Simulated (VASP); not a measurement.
Crystal: BeC.

```
CELL_PARAMETERS angstrom
1.41595 -3.73601 0.00000
1.41595 3.73601 0.00000
0.00000 0.00000 2.81277
ATOMIC_POSITIONS crystal
Be 0.85400 0.14600 0.75000
Be 0.14600 0.85400 0.25000
C 0.55000 0.45000 0.75000
C 0.45000 0.55000 0.25000
```

* Program: VASP 6.6.1
* Task: relaxation of cell and atoms
* Functional: PBE
* Potentials or basis: VASP PAW PBE potentials, release 64 (Be, C)
* Cutoff: 600 eV
* k mesh: 6 × 6 × 6
* Occupations: gaussian, width 0.1 eV
* Spin: no spin polarisation

At the start: pressure -19.4 GPa; volume 7.44 Å³/atom.

Q: How do energy, volume and symmetry change on relaxing?

A: Over 17 steps the energy falls by 440.4 meV/atom and the volume is 6.59 Å³/atom (-11.4 %); space group Cmcm (No. 63, to 0.1 Å) before and after.

Step by step:
| step | energy change (eV) | largest force (eV/Å) | pressure (GPa) | volume (Å³) |
| --- | --- | --- | --- | --- |
| 1 | 0.0000 | 2.3891 | -19.42 | 29.76 |
| 2 | -1.2893 | 1.1687 | -1.55 | 25.96 |
| 3 | -1.3818 | 0.9786 | 5.60 | 25.11 |
| 4 | -1.3859 | 0.9682 | 8.35 | 24.83 |
| 5 | -1.5729 | 1.4790 | 2.18 | 25.30 |
| 6 | -1.5803 | 2.0431 | 1.64 | 25.43 |
| 7 | -1.7097 | 1.3941 | 2.26 | 25.76 |
| 8 | -1.7258 | 0.9883 | 3.13 | 25.89 |
| 9 | -1.7532 | 0.1033 | 1.49 | 26.04 |
| 10 | -1.7538 | 0.1423 | 1.26 | 26.07 |
| 11 | -1.7559 | 0.1419 | 0.47 | 26.16 |
| 12 | -1.7576 | 0.1456 | -1.09 | 26.35 |
| 13 | -1.7591 | 0.1176 | -0.87 | 26.37 |
| 14 | -1.7605 | 0.0909 | -0.42 | 26.40 |
| 15 | -1.7605 | 0.0870 | -0.34 | 26.40 |
| 16 | -1.7612 | 0.0432 | -0.03 | 26.38 |
| 17 | -1.7614 | 0.0287 | 0.23 | 26.36 |

Final structure:
```cif
data_structure
_symmetry_space_group_name_H-M 'P 1'
_symmetry_Int_Tables_number 1
_cell_length_a 3.7298
_cell_length_b 3.7298
_cell_length_c 2.4651
_cell_angle_alpha 90.000
_cell_angle_beta 90.000
_cell_angle_gamma 129.765
_cell_volume 26.36
loop_
_atom_site_label
_atom_site_type_symbol
_atom_site_fract_x
_atom_site_fract_y
_atom_site_fract_z
_atom_site_occupancy
Be1 Be 0.83449 0.16551 0.75000 1
Be2 Be 0.16551 0.83449 0.25000 1
C1 C 0.56797 0.43203 0.75000 1
C2 C 0.43203 0.56797 0.25000 1
```

Caveat: the k points lie up to 0.42 Å⁻¹ apart in the final cell, too coarse for converged energies and pressures of a metal.
